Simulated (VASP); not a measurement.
# Cd12O in VASP: a series of runs

Runs on Cd12O. Level: PBE+D3(BJ). Tasks: single point.

Everything below comes from runs of VASP 6.6.1. Logs are shortened: lines on timing, memory, paths and dates and some standing lists are left out, and cuts for length are marked.

### Step 1. The cell of the first run

The cell holds a slab with vacuum, 13 atoms: a = 5.960 Å, b = 5.960 Å, c = 16.620 Å, α = 90.00°, β = 90.00°, γ = 60.00°.

### Step 2. Single point, PBE+D3(BJ)

Contents of INCAR:

```
  PREC = Accurate
  ENCUT = 520
  EDIFF = 1E-6
  ISMEAR = -1
  SIGMA = 0.15
  LREAL = False
  LASPH = True
  NELM = 80
  ALGO = Normal
  ISIF = 2
  LWAVE = False
  LCHARG = True
  GGA = PE
  IVDW = 12
  LELF = True
  LVHAR = True
  NBANDS = 87
```

Contents of KPOINTS:

```
Automatic mesh
0
Gamma
  2 2 1
```

Contents of POSCAR:

```
Cd12O
1.0
    5.9600000000      0.0000000000      0.0000000000
    2.9800000000      5.1615110000      0.0000000000
    0.0000000000      0.0000000000     16.6202800000
Cd O
12 1
Direct
    0.0000000000      0.0000000000      0.0601674581
    0.5000000000      0.0000000000      0.0601674581
   -0.0000043108      0.5000086215      0.0601674581
    0.4999956892      0.5000086215      0.0601674581
   -0.2000080378      0.2955529883      0.2608018637
    0.2961731820      0.3419153810      0.2277338288
   -0.1766996152      0.7983321163      0.2182995714
    0.3829804292      0.7770592759      0.2552062901
    0.0812499478     -0.0207884862      0.4143311665
    0.5834708859      0.0462461477      0.3665341378
    0.2335492816      0.4413242556      0.4838847480
    0.7050033398      0.4985168103      0.4561896671
    0.7568586318      0.8247391122      0.4765804186
```

Potentials or basis: VASP PAW PBE potentials, release 64 (Cd, O).

On the command line:

```bash
$ cat potpaw_PBE.64/Cd/POTCAR potpaw_PBE.64/O/POTCAR > POTCAR
$ mpirun -np 1 vasp_std > vasp.out
```

OUTCAR:

```text
PREC = Accurate
   ENCUT = 520
   EDIFF = 1E-6
   ISMEAR = -1
   LREAL = False
   LASPH = True
   NELM = 80
   ISIF = 2
   GGA = PE
   IVDW = 12
 IVDW          = 12

 ion  position               nearest neighbor table
   1  0.000  0.000  0.060-   4 2.98   3 2.98   2 2.98   2 2.98   3 2.98   4 2.98   7 3.28   5 3.68

   2  0.500  0.000  0.060-   3 2.98   4 2.98   1 2.98   1 2.98   4 2.98   3 2.98   7 3.12   6 3.30
                             8 3.70
   3  1.000  0.500  0.060-   2 2.98   1 2.98   4 2.98   4 2.98   1 2.98   2 2.98   7 3.05   6 3.18

   4  0.500  0.500  0.060-   1 2.98   2 2.98   3 2.98   3 2.98   2 2.98   1 2.98   6 3.36   8 3.55
                             5 3.69
   5  0.800  0.296  0.261-   8 2.70   6 2.93  10 2.98   7 2.98   9 3.12   7 3.15   6 3.15   8 3.30
                            12 3.41   1 3.68   4 3.69
   6  0.296  0.342  0.228-   7 2.78  10 2.89   8 2.92   5 2.93   5 3.15   8 3.17   3 3.18   7 3.20
                             2 3.30   4 3.36
   7  0.823  0.798  0.218-   8 2.76   6 2.78  10 2.86   5 2.98   3 3.05   2 3.12   5 3.15   6 3.20
                             1 3.28   8 3.33
   8  0.383  0.777  0.255-   5 2.70   7 2.76   6 2.92  10 3.06   9 3.08   6 3.17   5 3.30   7 3.33
                             4 3.55   2 3.70
   9  0.081  0.979  0.414-  13 2.73  12 2.86  10 2.90   8 3.08  11 3.09   5 3.12  10 3.31  12 3.44
                            11 3.50
  10  0.583  0.046  0.367-  13 2.19   7 2.86   6 2.89   9 2.90  11 2.96   5 2.98   8 3.06   9 3.31
                            12 3.32  12 3.46
  11  0.234  0.441  0.484-  13 2.61  10 2.96  12 3.03  12 3.03   9 3.09   9 3.50
  12  0.705  0.499  0.456-  13 2.14   9 2.86  11 3.03  11 3.03  10 3.32   5 3.41   9 3.44  10 3.46

  13  0.757  0.825  0.477-  12 2.14  10 2.19  11 2.61   9 2.73

  LATTYP: Found a hexagonal cell.
 ALAT       =     5.9599996479
 C/A-ratio  =     2.7886377486

  Lattice vectors:

 A1 = (  -2.9800000000,  -5.1615110000,   0.0000000000)
 A2 = (   5.9600000000,   0.0000000000,   0.0000000000)
 A3 = (   0.0000000000,   0.0000000000,  16.6202800000)

Analysis of symmetry for initial positions (statically):
=====================================================================
 Subroutine PRICEL returns:
 Original cell was already a primitive cell.

 Routine SETGRP: Setting up the symmetry group for a
 hexagonal supercell.

 Subroutine GETGRP returns: Found  1 space group operations
 (whereof  1 operations were pure point group operations)
 out of a pool of 24 trial point group operations.

[... 127 lines left out ...]
   NUPDOWN=      -1.0000    fix difference up-down
   EMIN   =  10.00;   EMAX   =-10.00  energy-range for DOS
   EFERMI =   0.00;   METHOD = LEGACY
   ISMEAR =    -1;   SIGMA  =   0.15  broadening in eV -4-tet -1-fermi 0-gaus
   EFERMI_NEDOS =   21; number of points for ismear=-14 and -15
   IALGO  =     38    algorithm
   IMIX   =      4    mixing-type and parameters
     AMIX     =   0.40;   BMIX     =  1.00
     AMIX_MAG =   1.60;   BMIX_MAG =  1.00
  volume/ion in A,a.u.               =      39.33       265.41
  Fermi-wavevector in a.u.,A,eV,Ry     =   1.087806  2.055655 16.100071  1.183322
  Thomas-Fermi vector in A             =   2.223974
   LORBIT       =      0    0 simple, 1 ext, 2 COOP (PROOUT), +10 PAW based schemes
   GGA     = PE    functional components
   LHFCALC =     F    Hartree Fock is set to
   AEXX    =    0.0000 exact exchange contribution
   IVDW    =    12    specifies the selected vdW correction
   LEPSILON=     F    determine dielectric tensor
   LRPA    =     F    only Hartree local field effects (RPA)
 non-spin polarized calculation
  energy-cutoff  :      520.00
  volume of cell :      511.28
 maximum number of plane-waves:     13768
 NGX is ok and might be reduce to    48
   NGX = 23   NGY = 23   NGZ = 61

 number of electron     150.0000001 magnetization

 Free energy of the ion-electron system (eV)
  ---------------------------------------------------
  ext. energy  EPLUGINS =         0.00000000
  ---------------------------------------------------
  free energy    TOTEN  =       -13.09882238 eV

  energy without entropy =      -12.71576421  energy(sigma->0) =      -12.90729330

 E-fermi :  -0.5844     XC(G=0):  -6.7685

 val. band max:       -0.6730095441   @ k =   0.5000   0.5000   0.0000
 cond. band min:      -0.5701649233   @ k =   0.0000   0.5000   0.0000
 fundamental gap:      0.1028446207
 Fermi energy:        -0.5844106003

 k-point     1 :       0.0000    0.0000    0.0000
  band No.  band energies     occupation
      1     -17.8684      2.00000
      2     -10.1777      2.00000
      3     -10.0544      2.00000
      4      -9.9600      2.00000
      5      -9.9082      2.00000
      6      -9.8949      2.00000
[... 349 lines left out ...]
     86       3.8349      0.00000
     87       3.8629      0.00000

------------------------ aborting loop because EDIFF is reached ----------------------------------------

 Edisp (eV)   -3.81331

 E8    (eV) :    -1.7294

  FORCE on cell =-STRESS in cart. coord.  units (eV):
  Direction    XX          YY          ZZ          XY          YZ          ZX
  --------------------------------------------------------------------------------------
  -------------------------------------------------------------------------------------
  Total       1.53603     2.08732    -5.97090    -0.59331     0.88561     0.59887
  in kB       4.81337     6.54091   -18.71065    -1.85921     2.77520     1.87665
  external pressure =       -2.45 kB  Pullay stress =        0.00 kB

 VOLUME and BASIS-vectors are now :
 -----------------------------------------------------------------------------
  energy-cutoff  :      520.00
  volume of cell :      511.28
      direct lattice vectors                 reciprocal lattice vectors
     5.960000000  0.000000000  0.000000000     0.167785235 -0.096870858  0.000000000
     2.980000000  5.161511000  0.000000000     0.000000000  0.193741716  0.000000000
     0.000000000  0.000000000 16.620280000     0.000000000  0.000000000  0.060167458

 POSITION                                       TOTAL-FORCE (eV/Angst)
 -----------------------------------------------------------------------------------
      0.00000      0.00000      1.00000         0.130426      0.059801      0.388969
      2.98000      0.00000      1.00000        -0.163346      0.078197      0.432844
      7.45000      2.58080      1.00000         0.001832     -0.218936      0.080204
      4.47000      2.58080      1.00000        -0.021218     -0.024223      0.340386
      5.64870      1.52550      4.33460         0.845135     -0.634899     -0.192015
      2.78410      1.76480      3.78500        -0.186674     -0.503701     -0.075873
      7.28590      4.12060      3.62820         0.555986      0.179923     -0.461704
      4.59820      4.01080      4.24160        -1.128865      0.954021      0.030692
      3.40230      5.05421      6.88630         0.295160     -0.293887     -0.223946
      3.61530      0.23870      6.09190        -0.466194      0.128849      0.177616
      2.70710      2.27790      8.04230        -0.057682      0.539401     -0.179527
      5.68740      2.57310      7.58200        -0.536056      0.156004     -0.214382
      6.96860      4.25690      7.92090         0.731495     -0.420550     -0.103264
 -----------------------------------------------------------------------------------
    total drift:                               -0.000486     -0.000437     -0.001369

  FREE ENERGIE OF THE ION-ELECTRON SYSTEM (eV)
  ---------------------------------------------------
  free  energy   TOTEN  =       -16.9121318687 eV

  energy  without entropy=      -16.5290737004  energy(sigma->0) =      -16.72060278
```

It took 5.9 min on 1 thread of Intel Xeon Platinum 8259CL at 2.50GHz (Skylake/Cascade Lake), shared host; peak memory 0.66 GiB.

Results:

```
Free energy                : -16.9121 eV
Largest force              : 1.478 eV/Å
Band gap on the k mesh     : zero (bands 75 and 76 overlap by 0.15 eV)
Dispersion energy per atom : -0.293 eV
```

Forces on the atoms (eV/Å):
```
Cd   0.130  0.060  0.389
Cd  -0.163  0.078  0.433
Cd   0.002 -0.219  0.080
Cd  -0.021 -0.024  0.340
Cd   0.845 -0.635 -0.192
Cd  -0.187 -0.504 -0.076
Cd   0.556  0.180 -0.462
Cd  -1.129  0.954  0.031
Cd   0.295 -0.294 -0.224
Cd  -0.466  0.129  0.178
Cd  -0.058  0.539 -0.180
Cd  -0.536  0.156 -0.214
O    0.731 -0.421 -0.103
```

Levels at points of the mesh, in eV from the Fermi level:
| k point | band 71 | band 72 | band 73 | band 74 | band 75 | band 76 | band 77 | band 78 | band 79 | band 80 |
| --- | --- | --- | --- | --- | --- | --- | --- | --- | --- | --- |
| (0.00, 0.00, 0.00) | -1.02 | -0.99 | -0.70 | -0.42 | -0.28 | -0.14 | 0.31 | 0.65 | 0.95 | 1.14 |
| (0.50, 0.00, 0.00) | -2.04 | -1.30 | -0.96 | -0.71 | -0.20 | 0.35 | 1.07 | 1.53 | 2.17 | 2.54 |
| (0.50, 0.50, 0.00) | -1.97 | -1.61 | -0.90 | -0.75 | -0.09 | 0.22 | 0.89 | 1.33 | 2.08 | 2.55 |
| (0.00, 0.50, 0.00) | -1.90 | -1.53 | -0.93 | -0.80 | 0.01 | 0.22 | 0.74 | 1.44 | 1.98 | 2.61 |

Caveat: the k points lie up to 0.61 Å⁻¹ apart.

### Step 3. Single point, PBE+D3(BJ)

Contents of INCAR:

```
SYSTEM = Cd12O
PREC     = Accurate       ! precision mode
ENCUT    = 520            ! plane-wave cutoff, eV
EDIFF    = 1E-6           ! SCF threshold, eV
ISMEAR   = -1             ! smearing method
SIGMA    = 0.15           ! smearing width, eV
LREAL    = .False.        ! projectors in reciprocal space
LASPH    = .True.         ! aspherical terms in the spheres
NELM     = 80             ! most SCF steps
ALGO     = Normal         ! electronic algorithm
ISIF     = 2              ! what is computed and relaxed
LWAVE    = .False.        ! write WAVECAR
LCHARG   = .False.        ! write CHGCAR
GGA      = PE             ! functional
IVDW     = 12             ! dispersion correction
NBANDS   = 87             ! bands
```

Contents of KPOINTS:

```
regular mesh
0
Gamma
  2 2 1
  0 0 0
```

Contents of POSCAR:

```
Cd12O
1.0
    5.9600000000      0.0000000000      0.0000000000
    2.9800000000      5.1615110000      0.0000000000
    0.0000000000      0.0000000000     16.6202800000
Cd O
12 1
Direct
    0.0000000000      0.0000000000      0.0601674581
    0.5000000000      0.0000000000      0.0601674581
   -0.0000043108      0.5000086215      0.0601674581
    0.4999956892      0.5000086215      0.0601674581
   -0.1751229329      0.3880646578      0.2442136956
    0.3429026380      0.4047651938      0.2406096648
   -0.1677873101      0.8515142174      0.2225473939
    0.3028569969      0.8978766102      0.2463436236
    0.1101187312      0.1273464301      0.4391382095
    0.5800482808      0.0317155190      0.3884230591
    0.1634122439      0.5274037002      0.4603352049
    0.5390795205      0.6791228383      0.4707622254
    0.9660813236      0.9337769502      0.4965259310
```

Potentials or basis: VASP PAW PBE potentials, release 64 (Cd, O).

On the command line:

```bash
$ cat potpaw_PBE.64/Cd/POTCAR potpaw_PBE.64/O/POTCAR > POTCAR
$ mpirun -np 1 vasp_std > vasp.out
```

Run time: 6.1 min. Hardware: 1 thread of Intel Xeon Platinum 8259CL at 2.50GHz (Skylake/Cascade Lake), shared host; peak memory 0.62 GiB.

Results (log left out):

```yaml
Free_energy: -15.9859 eV
Largest_force: 2.147 eV/Å
Band_gap_on_the_k_mesh: zero (bands 75 and 76 overlap by 0.13 eV)
Dispersion_energy_per_atom: -0.289 eV
```

Forces on the atoms (eV/Å):
```
Cd   0.097  0.089  0.405
Cd  -0.079  0.056  0.466
Cd   0.028 -0.056  0.266
Cd   0.080  0.056  0.319
Cd   0.057 -0.334  0.096
Cd  -0.395 -0.633 -0.042
Cd   0.006  0.623  0.022
Cd   0.317  0.190 -0.116
Cd  -0.786  1.263 -1.077
Cd   1.731  0.729 -1.040
Cd   0.081  1.114  0.006
Cd   0.516 -2.005  0.567
O   -1.653 -1.092  0.128
```

Levels at points of the mesh, in eV from the Fermi level:
```tsv
k point	band 71	band 72	band 73	band 74	band 75	band 76	band 77	band 78	band 79	band 80
(0.00, 0.00, 0.00)	-1.04	-0.85	-0.80	-0.59	-0.43	-0.06	0.11	0.52	0.78	1.12
(0.50, 0.00, 0.00)	-2.17	-1.88	-0.95	-0.71	-0.07	0.32	0.58	1.35	2.20	2.54
(0.50, 0.50, 0.00)	-2.05	-1.87	-0.93	-0.64	0.07	0.11	0.49	1.11	2.13	2.53
(0.00, 0.50, 0.00)	-2.14	-1.89	-0.89	-0.53	-0.03	0.29	0.63	1.67	1.97	2.46
```

Caveat: the k points lie up to 0.61 Å⁻¹ apart; the atoms stand as in a frame of molecular dynamics.

### Step 4. Single point, PBE+D3(BJ)

Contents of INCAR:

```
SYSTEM = Cd12O
ALGO     = Normal         ! electronic algorithm
EDIFF    = 1E-6           ! SCF threshold, eV
ENCUT    = 520            ! plane-wave cutoff, eV
GGA      = PE             ! functional
ISIF     = 2              ! what is computed and relaxed
ISMEAR   = -1             ! smearing method
IVDW     = 12             ! dispersion correction
LASPH    = .TRUE.         ! aspherical terms in the spheres
LCHARG   = .TRUE.         ! write CHGCAR
LELF     = .TRUE.         ! ELF
LREAL    = .FALSE.        ! projectors in reciprocal space
LVHAR    = .TRUE.       
LWAVE    = .FALSE.        ! write WAVECAR
NBANDS   = 87             ! bands
NELM     = 60             ! most SCF steps
PREC     = Accurate       ! precision mode
SIGMA    = 0.15           ! smearing width, eV
```

Contents of KPOINTS:

```
k-points
0
G
  2 2 1
  0 0 0
```

Contents of POSCAR:

```
Cd12O
1.0
    5.9600000000      0.0000000000      0.0000000000
    2.9800000000      5.1615110000      0.0000000000
    0.0000000000      0.0000000000     16.6202800000
Cd O
12 1
Direct
    0.0000000000      0.0000000000      0.0601674581
    0.5000000000      0.0000000000      0.0601674581
   -0.0000043108      0.5000086215      0.0601674581
    0.4999956892      0.5000086215      0.0601674581
   -0.1678994265      0.4690874436      0.2386963397
    0.2967743356      0.4368875703      0.2263379438
   -0.1468774653      0.9685535883      0.2057245726
    0.3002736769      0.9608620421      0.2358805026
   -0.0066421411      0.1790560942      0.4218520988
    0.5939988430      0.1942841931      0.3511011848
    0.0752250468      0.6562613157      0.4156729008
    0.5824147371      0.7275195190      0.4985475576
    0.7089272764      1.0051320243      0.4667249890
```

On the command line:

```bash
$ cat potpaw_PBE.64/Cd/POTCAR potpaw_PBE.64/O/POTCAR > POTCAR
$ mpirun -np 1 vasp_std > vasp.out
```

Run time: 6.1 min. Hardware: 1 thread of Intel Xeon Platinum 8259CL at 2.50GHz (Skylake/Cascade Lake), shared host; peak memory 0.66 GiB.

Results (log left out):

```
Free energy                : -16.4180 eV
Largest force              : 1.693 eV/Å
Band gap on the k mesh     : zero (bands 75 and 76 overlap by 0.06 eV)
Dispersion energy per atom : -0.298 eV
```

Forces on the atoms (eV/Å):
```
Cd   0.720  0.138 -1.088
Cd  -0.144 -0.082  0.229
Cd  -0.018 -0.033  0.015
Cd   0.151  0.196  0.272
Cd  -1.214  0.449  0.222
Cd   0.802  0.752 -0.581
Cd  -1.459 -0.325  0.795
Cd   0.809 -0.806  0.257
Cd   1.375  0.370  0.555
Cd  -1.355  0.287  0.046
Cd   0.369 -0.605 -0.361
Cd  -0.569 -0.035 -0.289
O    0.534 -0.308 -0.071
```

Levels at points of the mesh, in eV from the Fermi level:
```csv
k point,band 73,band 74,band 75,band 76,band 77,band 78
"(0.00, 0.00, 0.00)",-0.98,-0.57,-0.24,0.03,0.32,0.47
"(0.50, 0.00, 0.00)",-1.02,-0.73,0.09,0.16,1.12,1.31
"(0.50, 0.50, 0.00)",-0.89,-0.76,-0.26,0.33,1.00,1.31
"(0.00, 0.50, 0.00)",-1.00,-0.85,-0.11,0.09,1.14,1.57
```

Caveat: the k points lie up to 0.61 Å⁻¹ apart; the atoms stand as in a frame of molecular dynamics.

### Step 5. The runs side by side

```csv
cell,gap on the mesh (eV),largest force (eV/Å)
"as given, atomic positions A",none,1.48
"as given, atomic positions B",none,2.15
"as given, atomic positions C",none,1.69
```

Alike in all rows: task single point; level PBE+D3(BJ); potentials or basis VASP PAW PBE potentials, release 64 (Cd, O); no spin polarisation; k mesh 2 × 2 × 1; cutoff (eV) 520; smearing fermi-dirac 0.15 eV.

Caveats: all runs use coarse meshes; the atoms stand as in a frame of molecular dynamics (at least some runs).

Absolute energies hang on the potentials; compare differences alone.
